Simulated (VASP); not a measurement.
# Si4Ni2Cl in VASP: a series of runs

Si4Ni2Cl is run at these levels: PBE+D3(BJ); tasks: single point.

Program: VASP 6.6.1. These are calculated values, not measurements. Logs are shortened: lines on timing, memory, paths and dates and some standing lists are left out, and cuts for length are marked.

### 1 The cell of the first run

The cell holds a slab with vacuum, 7 atoms: a = 3.805 Å, b = 3.805 Å, c = 21.958 Å, α = 90.00°, β = 90.00°, γ = 120.00°.

### 2 Single point, PBE+D3(BJ)

INCAR reads:

```
SYSTEM = Si4Ni2Cl
ALGO = Fast ; DIPOL = 0.5 0.5 0.322
EDIFF = 1E-6 ; ENCUT = 520
GGA = PE ; IDIPOL = 3
ISIF = 2 ; ISMEAR = 0
IVDW = 12 ; LASPH = .True.
LCHARG = .True. ; LDIPOL = .True.
LELF = .True. ; LREAL = .False.
LVACPOTAV = .True. ; LVHAR = .True.
LWAVE = .False. ; NBANDS = 30
NELM = 80 ; PREC = Accurate
SIGMA = 0.1
```

KPOINTS reads:

```
k-points
0
Gamma
  9 9 1
  0 0 0
```

POSCAR reads:

```
Si4Ni2Cl
1.0
    3.8050033461      0.0000000000      0.0000000000
   -1.9025016731      3.2952295592      0.0000000000
    0.0000000000      0.0000000000     21.9577178808
Si Ni Cl
4 2 1
Direct
    0.0000000000      0.0000000000      0.1821682937
    0.3333333333      0.6666666667      0.2529127180
    0.6666666667      0.3333333333      0.3239192411
    0.0000000000      0.0000000000      0.3897362161
    0.6666666667      0.3333333333      0.2175405058
    0.3333333333      0.6666666667      0.3579573807
    0.0000000000      0.5000000000      0.5309166437
```

Potentials or basis: VASP PAW PBE potentials, release 64 (Si, Ni, Cl).

Launch:

```console
$ cat potpaw_PBE.64/Si/POTCAR potpaw_PBE.64/Ni/POTCAR potpaw_PBE.64/Cl/POTCAR > POTCAR
$ mpirun -np 1 vasp_std > vasp.out
```

OUTCAR:

```text
SYSTEM = Si4Ni2Cl
   EDIFF = 1E-6
   ENCUT = 520
   GGA = PE
   ISIF = 2
   ISMEAR = 0
   IVDW = 12
   LASPH = .True.
   LREAL = .False.
   NELM = 80
   PREC = Accurate
 IVDW          = 12

 ion  position               nearest neighbor table
   1  0.000  0.000  0.182-   5 2.33   5 2.33   5 2.33   2 2.69   2 2.69   2 2.69
   2  0.333  0.667  0.253-   6 2.31   5 2.33   5 2.33   5 2.33   1 2.69   1 2.69   1 2.69   3 2.69
                             3 2.69   3 2.69
   3  0.667  0.333  0.324-   6 2.32   6 2.32   6 2.32   5 2.34   4 2.63   4 2.63   4 2.63   2 2.69
                             2 2.69   2 2.69
   4  0.000  0.000  0.390-   6 2.30   6 2.30   6 2.30   3 2.63   3 2.63   3 2.63
   5  0.667  0.333  0.218-   1 2.33   1 2.33   1 2.33   2 2.33   2 2.33   2 2.33   3 2.34
   6  0.333  0.667  0.358-   4 2.30   4 2.30   4 2.30   2 2.31   3 2.32   3 2.32   3 2.32
   7  0.000  0.500  0.531-

  LATTYP: Found a hexagonal cell.
 ALAT       =     3.8050033461
 C/A-ratio  =     5.7707486390

  Lattice vectors:

 A1 = (   3.8050033461,   0.0000000000,   0.0000000000)
 A2 = (  -1.9025016731,   3.2952295592,   0.0000000000)
 A3 = (   0.0000000000,   0.0000000000,  21.9577178808)

Analysis of symmetry for initial positions (statically):
=====================================================================
 Subroutine PRICEL returns:
 Original cell was already a primitive cell.

 Routine SETGRP: Setting up the symmetry group for a
 hexagonal supercell.

 Subroutine GETGRP returns: Found  2 space group operations
 (whereof  2 operations were pure point group operations)
 out of a pool of 24 trial point group operations.

The static configuration has the point symmetry C_1h.

Analysis of symmetry for dynamics (positions and initial velocities):
=====================================================================
 Subroutine PRICEL returns:
 Original cell was already a primitive cell.

 Routine SETGRP: Setting up the symmetry group for a
 hexagonal supercell.

 Subroutine GETGRP returns: Found  2 space group operations
 (whereof  2 operations were pure point group operations)
 out of a pool of 24 trial point group operations.

The dynamic configuration has the point symmetry C_1h.

 Subroutine INISYM returns: Found  2 space group operations
 (whereof  2 operations are pure point group operations),
 and found     1 'primitive' translations

----------------------------------------------------------------------------------------

                                     Primitive cell

  volume of cell :     275.3138

  direct lattice vectors                    reciprocal lattice vectors
     3.805003346  0.000000000  0.000000000     0.262811858  0.151734497  0.000000000
    -1.902501673  3.295229559  0.000000000     0.000000000  0.303468994  0.000000000
     0.000000000  0.000000000 21.957717881     0.000000000  0.000000000  0.045542073

  length of vectors
     3.805003346  3.805003346 21.957717881     0.303468994  0.303468994  0.045542073

  position of ions in fractional coordinates (direct lattice)
     0.000000000  0.000000000  0.182168294
     0.333333333  0.666666667  0.252912718
     0.666666667  0.333333333  0.323919241
     0.000000000  0.000000000  0.389736216
     0.666666667  0.333333333  0.217540506
     0.333333333  0.666666667  0.357957381
     0.000000000  0.500000000  0.530916644

  ion indices of the primitive-cell ions
   primitive index   ion index
                 1           1
                 2           2
                 3           3
                 4           4
                 5           5
                 6           6
                 7           7

----------------------------------------------------------------------------------------

 KPOINTS: k-points

Automatic generation of k-mesh.
 Grid dimensions read from file:
 generate k-points for:    9    9    1

 Generating k-lattice:

  Cartesian coordinates                     Fractional coordinates (reciprocal lattice)
     0.029201318  0.016859389  0.000000000     0.111111111  0.000000000  0.000000000
     0.000000000  0.033718777  0.000000000     0.000000000  0.111111111  0.000000000
     0.000000000  0.000000000  0.045542073     0.000000000  0.000000000  1.000000000

  Length of vectors
     0.033718777  0.033718777  0.045542073

  Shift w.r.t. Gamma in fractional coordinates (k-lattice)
     0.000000000  0.000000000  0.000000000

 Subroutine IBZKPT returns following result:
 ===========================================

 Found     25 irreducible k-points:

 Following reciprocal coordinates:
            Coordinates               Weight
  0.000000  0.000000  0.000000      1.000000
  0.111111 -0.000000  0.000000      2.000000
  0.000000  0.111111  0.000000      4.000000
  0.222222  0.000000  0.000000      2.000000
  0.000000  0.222222  0.000000      4.000000
  0.333333 -0.000000  0.000000      2.000000
[... 16 lines left out ...]
 -0.222222 -0.444444  0.000000      4.000000
  0.444444  0.333333  0.000000      4.000000
   k-points           NKPTS =     25   k-points in BZ     NKDIM =     25   number of bands    NBANDS=     30
   number of dos      NEDOS =    301   number of ions     NIONS =      7
   total plane-waves  NPLWV = 131712
   dimension x,y,z NGX =    28 NGY =   28 NGZ =  168
   dimension x,y,z NGXF=    56 NGYF=   56 NGZF=  336
   ions per type =               4   2   1
   NGX,Y,Z   is equivalent  to a cutoff of  12.23, 12.23, 12.72 a.u.
   NGXF,Y,Z  is equivalent  to a cutoff of  24.47, 24.47, 25.44 a.u.
 SYSTEM =  Si4Ni2Cl
   PREC   = accura    normal or accurate (medium, high low for compatibility)
   ISTART =      0    job   : 0-new  1-cont  2-samecut
   ICHARG =      2    charge: 1-file 2-atom 10-const
   ISPIN  =      1    spin polarized calculation?
   LNONCOLLINEAR =      F non collinear calculations
   LSORBIT =      F    spin-orbit coupling
   LASPH  =      T    aspherical Exc in radial PAW
   ENCUT  =  520.0 eV  38.22 Ry    6.18 a.u.   7.07  7.07 40.83*2*pi/ulx,y,z
   NELM   =     80;   NELMIN=  2; NELMDL= -5     # of ELM steps
   EDIFF  = 0.1E-05   stopping-criterion for ELM
   LREAL  =      F    real-space projection
   EDIFFG = 0.1E-04   stopping-criterion for IOM
   NSW    =      0    number of steps for IOM
   IBRION =     -1    ionic relax: 0-MD 1-quasi-New 2-CG
   NFREE  =      0    steps in history (QN), initial steepest desc. (CG)
   ISIF   =      2    stress and relaxation
   ISYM   =      2    0-nonsym 1-usesym 2-fastsym
   POTIM  = 0.5000    time-step for ionic-motion
   TEBEG  =    0.0;   TEEND  =   0.0 temperature during run
   PSTRESS=    0.0 pullay stress
   NELECT =      43.0000    total number of electrons
   NUPDOWN=      -1.0000    fix difference up-down
   EMIN   =  10.00;   EMAX   =-10.00  energy-range for DOS
   EFERMI =   0.00;   METHOD = LEGACY
   ISMEAR =     0;   SIGMA  =   0.10  broadening in eV -4-tet -1-fermi 0-gaus
   EFERMI_NEDOS =   21; number of points for ismear=-14 and -15
   IALGO  =     68    algorithm
   IMIX   =      4    mixing-type and parameters
     AMIX     =   0.40;   BMIX     =  1.00
     AMIX_MAG =   1.60;   BMIX_MAG =  1.00
  volume/ion in A,a.u.               =      39.33       265.42
  Fermi-wavevector in a.u.,A,eV,Ry     =   0.881634  1.666047 10.575517  0.777279
  Thomas-Fermi vector in A             =   2.002157
   LORBIT       =      0    0 simple, 1 ext, 2 COOP (PROOUT), +10 PAW based schemes
   GGA     = PE    functional components
   LHFCALC =     F    Hartree Fock is set to
   AEXX    =    0.0000 exact exchange contribution
   IVDW    =    12    specifies the selected vdW correction
   LEPSILON=     F    determine dielectric tensor
   LRPA    =     F    only Hartree local field effects (RPA)
 non-spin polarized calculation
 RMM-DIIS sequential band-by-band and
 Gauss-broadening in eV      SIGMA  =   0.10
  energy-cutoff  :      520.00
  volume of cell :      275.31
 maximum number of plane-waves:      7453
   NGX = 15   NGY = 15   NGZ = 81

 dipolmoment           0.000000      0.000000     -0.125318 electrons x Angstroem

 number of electron      43.0000007 magnetization

 dipolmoment           0.000000      0.000000      0.272221 electrons x Angstroem

 Free energy of the ion-electron system (eV)
  ---------------------------------------------------
  ext. energy  EPLUGINS =         0.00000000
  ---------------------------------------------------
  free energy    TOTEN  =       -34.20034554 eV

  energy without entropy =      -34.17260283  energy(sigma->0) =      -34.18647418

 E-fermi :  -0.9940     XC(G=0):  -5.0646

 val. band max:       -0.9950270056   @ k =   0.1111  -0.0000   0.0000
 cond. band min:      -0.9926579910   @ k =   0.2222   0.0000   0.0000
 fundamental gap:      0.0023690147
 Fermi energy:        -0.9939508257

 k-point     1 :       0.0000    0.0000    0.0000
  band No.  band energies     occupation
      1     -13.9659      2.00000
      2     -13.6683      2.00000
      3     -11.9509      2.00000
      4      -8.5393      2.00000
      5      -5.6795      2.00000
      6      -5.6740      2.00000
[... 22 lines left out ...]
     29       1.9400      0.00000
     30       2.9500      0.00000

 k-point     2 :       0.1111   -0.0000    0.0000
  band No.  band energies     occupation
      1     -13.8074      2.00000
      2     -13.6385      2.00000
      3     -11.7895      2.00000
      4      -8.4598      2.00000
      5      -6.1392      2.00000
      6      -5.6479      2.00000
[... 22 lines left out ...]
     29       3.1051      0.00000
     30       3.1755      0.00000

 k-point     3 :       0.0000    0.1111    0.0000
  band No.  band energies     occupation
      1     -13.8072      2.00000
      2     -13.6383      2.00000
      3     -11.7896      2.00000
      4      -8.4599      2.00000
      5      -6.1361      2.00000
      6      -5.6516      2.00000
[... 22 lines left out ...]
     29       3.1041      0.00000
     30       3.1842      0.00000

 k-point     4 :       0.2222    0.0000    0.0000
  band No.  band energies     occupation
      1     -13.5858      2.00000
      2     -13.3112      2.00000
      3     -11.3146      2.00000
      4      -8.3052      2.00000
      5      -7.0370      2.00000
      6      -6.0147      2.00000
[... 22 lines left out ...]
     29       3.6114      0.00000
     30       3.9800      0.00000

 k-point     5 :       0.0000    0.2222    0.0000
  band No.  band energies     occupation
      1     -13.5839      2.00000
      2     -13.3116      2.00000
      3     -11.3149      2.00000
      4      -8.3060      2.00000
      5      -7.0338      2.00000
      6      -6.0155      2.00000
[... 22 lines left out ...]
     29       3.5951      0.00000
     30       3.9801      0.00000
[... 526 lines left out ...]
     29       4.1030      0.00000
     30       4.4755      0.00000

 k-point    22 :       0.3333    0.2222    0.0000
  band No.  band energies     occupation
      1     -13.4273      2.00000
      2     -11.0690      2.00000
      3      -9.8609      2.00000
      4      -9.1481      2.00000
      5      -8.7326      2.00000
      6      -6.9628      2.00000
[... 22 lines left out ...]
     29       4.0006      0.00000
     30       5.1774      0.00000

 k-point    23 :      -0.2222   -0.4444    0.0000
  band No.  band energies     occupation
      1     -13.4250      2.00000
      2     -11.0697      2.00000
      3      -9.8613      2.00000
      4      -9.1478      2.00000
      5      -8.7317      2.00000
      6      -6.9627      2.00000
[... 22 lines left out ...]
     29       4.0257      0.00000
     30       5.1710      0.00000

 k-point    24 :       0.4444    0.3333    0.0000
  band No.  band energies     occupation
      1     -13.4259      2.00000
      2     -11.0693      2.00000
      3      -9.8618      2.00000
      4      -9.1471      2.00000
      5      -8.7323      2.00000
      6      -6.9628      2.00000
[... 22 lines left out ...]
     29       4.0216      0.00000
     30       5.1734      0.00000

 [... further k-points ...]

------------------------ aborting loop because EDIFF is reached ----------------------------------------

 Edisp (eV)   -2.00888

 E8    (eV) :    -0.8670

  FORCE on cell =-STRESS in cart. coord.  units (eV):
  Direction    XX          YY          ZZ          XY          YZ          ZX
  --------------------------------------------------------------------------------------
  -------------------------------------------------------------------------------------
  Total      -3.03831    -3.29938    -2.90565     0.22610    -0.12954    -0.22437
  in kB     -17.68133   -19.20063   -16.90934     1.31575    -0.75386    -1.30573
  external pressure =      -17.93 kB  Pullay stress =        0.00 kB

 VOLUME and BASIS-vectors are now :
 -----------------------------------------------------------------------------
  energy-cutoff  :      520.00
  volume of cell :      275.31
      direct lattice vectors                 reciprocal lattice vectors
     3.805003346  0.000000000  0.000000000     0.262811858  0.151734497  0.000000000
    -1.902501673  3.295229559  0.000000000     0.000000000  0.303468994  0.000000000
     0.000000000  0.000000000 21.957717881     0.000000000  0.000000000  0.045542073

 POSITION                                       TOTAL-FORCE (eV/Angst)
 -----------------------------------------------------------------------------------
      0.00000      0.00000      4.00000        -0.003056     -0.001764      0.667187
     -0.00000      2.19682      5.55339         0.027443      0.015844     -0.475732
      1.90250      1.09841      7.11253        -0.016186     -0.009345      0.177427
      0.00000      0.00000      8.55772        -0.041965     -0.024228      0.975660
      1.90250      1.09841      4.77669         0.007163      0.004136     -0.284999
     -0.00000      2.19682      7.85993         0.061770      0.035663     -0.311620
     -0.95125      1.64761     11.65772        -0.035170     -0.020306     -0.747923
 -----------------------------------------------------------------------------------
    total drift:                                0.000040      0.000023      0.001002

  FREE ENERGIE OF THE ION-ELECTRON SYSTEM (eV)
  ---------------------------------------------------
  free  energy   TOTEN  =       -36.2092294234 eV

  energy  without entropy=      -36.1814867129  energy(sigma->0) =      -36.19535807

 vacuum level on the upper side and lower side of the slab         7.391         3.462
```

Wall time 9.5 min (1 thread of Oxide Virtual Turin-like, shared host); peak memory 0.44 GiB.

What came out:

```yaml
Free_energy: -36.2092 eV
Largest_force: 0.977 eV/Å
Band_gap_on_the_k_mesh: zero (an odd number of electrons rules out a gap without spin polarisation)
Dispersion_energy_per_atom: -0.287 eV
```

Forces on the atoms (eV/Å):
```
Si  -0.003 -0.002  0.667
Si   0.027  0.016 -0.476
Si  -0.016 -0.009  0.177
Si  -0.042 -0.024  0.976
Ni   0.007  0.004 -0.285
Ni   0.062  0.036 -0.312
Cl  -0.035 -0.020 -0.748
```

Levels at points of the mesh, in eV from the Fermi level:
| k point | band 20 | band 21 | band 22 | band 23 | band 24 | band 25 |
| --- | --- | --- | --- | --- | --- | --- |
| (0.00, 0.00, 0.00) | 0.20 | 1.32 | 1.75 | 1.81 | 1.81 | 2.37 |

Caveat: an odd number of electrons without spin polarisation forces a metal; a magnetic or distorted state may lie lower. With open d or f shells a metallic result of PBE can be an artefact of self-interaction; +U or a hybrid may open a gap.

### 3 Single point, PBE+D3(BJ)

INCAR reads:

```
  PREC = Accurate
  ENCUT = 520
  EDIFF = 1E-6
  ISMEAR = 0
  SIGMA = 0.1
  LREAL = False
  LASPH = True
  NELM = 60
  ALGO = Fast
  ISIF = 2
  LWAVE = False
  LCHARG = False
  LDIPOL = True
  IDIPOL = 3
  DIPOL = 0.5 0.5 0.322
  GGA = PE
  IVDW = 12
  NBANDS = 30
```

KPOINTS reads:

```
regular mesh
0
Gamma
  9 9 1
```

POSCAR, as its differences from that of step 2:

```diff
@@ -14,2 +14,2 @@
     0.3333333333      0.6666666667      0.3579573807
-    0.0000000000      0.5000000000      0.5309166437
+    0.1666666667      0.3333333333      0.5309166437
```

Potentials or basis: VASP PAW PBE potentials, release 64 (Si, Ni, Cl).

Launch:

```console
$ cat potpaw_PBE.64/Si/POTCAR potpaw_PBE.64/Ni/POTCAR potpaw_PBE.64/Cl/POTCAR > POTCAR
$ mpirun -np 1 vasp_std > vasp.out
```

Wall time 5.7 min (1 thread of Oxide Virtual Turin-like, shared host); peak memory 0.44 GiB.

It converged, with:

| Property | Result |
| --- | --- |
| Free energy | -36.3577 eV |
| Largest force | 1.335 eV/Å |
| Band gap on the k mesh | zero (an odd number of electrons rules out a gap without spin polarisation) |
| Dispersion energy per atom | -0.287 eV |

Forces in eV/Å, atoms in the order of the input:
```
Si   0.000  0.019  0.632
Si   0.000  0.037 -0.483
Si   0.000 -0.042  0.205
Si   0.000  0.255  1.310
Ni   0.000 -0.009 -0.270
Ni   0.000  0.082 -0.384
Cl   0.000 -0.342 -1.010
```

Levels at points of the mesh, in eV from the Fermi level:
| k point | band 20 | band 21 | band 22 | band 23 | band 24 | band 25 |
| --- | --- | --- | --- | --- | --- | --- |
| (0.00, 0.00, 0.00) | 0.17 | 1.37 | 1.78 | 1.83 | 1.84 | 2.39 |

Caveat: an odd number of electrons without spin polarisation forces a metal; a magnetic or distorted state may lie lower.

### 4 Single point, PBE+D3(BJ)

INCAR reads:

```
ALGO = Fast
DIPOL = 0.5 0.5 0.322
EDIFF = 1E-7
ENCUT = 520
GGA = PE
IDIPOL = 3
ISIF = 2
ISMEAR = 0
IVDW = 12
LASPH = True
LCHARG = False
LDIPOL = True
LREAL = False
LWAVE = False
NBANDS = 30
NELM = 100
PREC = Accurate
SIGMA = 0.1
```

KPOINTS reads:

```
k-points
0
Gamma
  9 9 1
```

POSCAR, as its differences from that of step 3:

```diff
@@ -14,2 +14,2 @@
     0.3333333333      0.6666666667      0.3579573807
-    0.1666666667      0.3333333333      0.5309166437
+    0.3333333333      0.1666666667      0.5309166437
```

Launch:

```console
$ cat potpaw_PBE.64/Si/POTCAR potpaw_PBE.64/Ni/POTCAR potpaw_PBE.64/Cl/POTCAR > POTCAR
$ mpirun -np 1 vasp_std > vasp.out
```

Wall time 6.5 min (1 thread of Oxide Virtual Turin-like, shared host); peak memory 0.42 GiB.

It converged, with:

| Property | Result |
| --- | --- |
| Free energy | -36.3705 eV |
| Largest force | 1.376 eV/Å |
| Band gap on the k mesh | zero (an odd number of electrons rules out a gap without spin polarisation) |
| Dispersion energy per atom | -0.287 eV |

Forces on the atoms (eV/Å):
```
Si   0.016  0.009  0.657
Si   0.013  0.007 -0.477
Si  -0.026 -0.015  0.211
Si   0.261  0.151  1.342
Ni  -0.012 -0.007 -0.300
Ni   0.014  0.008 -0.415
Cl  -0.265 -0.153 -1.019
```

Levels at points of the mesh, in eV from the Fermi level:
| k point | band 18 | band 19 | band 20 | band 21 | band 22 | band 23 | band 24 | band 25 | band 26 | band 27 |
| --- | --- | --- | --- | --- | --- | --- | --- | --- | --- | --- |
| (0.00, 0.00, 0.00) | 0.09 | 0.16 | 0.19 | 1.37 | 1.79 | 1.83 | 1.84 | 2.40 | 2.72 | 2.72 |

Caveat: an odd number of electrons without spin polarisation forces a metal; a magnetic or distorted state may lie lower.

### 5 Overview

| cell | further INCAR settings | gap on the mesh (eV) | largest force (eV/Å) |
| --- | --- | --- | --- |
| as given, atomic positions A | ALGO = Fast; EDIFF = 1e-06; NBANDS = 30 | none | 0.98 |
| as given, atomic positions B | ALGO = Fast; EDIFF = 1e-06; NBANDS = 30 | none | 1.33 |
| as given, atomic positions C | ALGO = Fast; EDIFF = 1e-07; NBANDS = 30 | none | 1.38 |

Alike in all rows: task single point; level PBE+D3(BJ); potentials or basis VASP PAW PBE potentials, release 64 (Si, Ni, Cl); no spin polarisation; k mesh 9 × 9 × 1; cutoff (eV) 520; smearing gaussian 0.1 eV.

Caveats: an odd number of electrons without spin polarisation forces a metal; a magnetic or distorted state may lie lower.

Total energies depend on the potentials used, so only differences within one code and one set of settings carry meaning.

The gap in the log of VASP goes by the Fermi energy; the results here count the filled bands.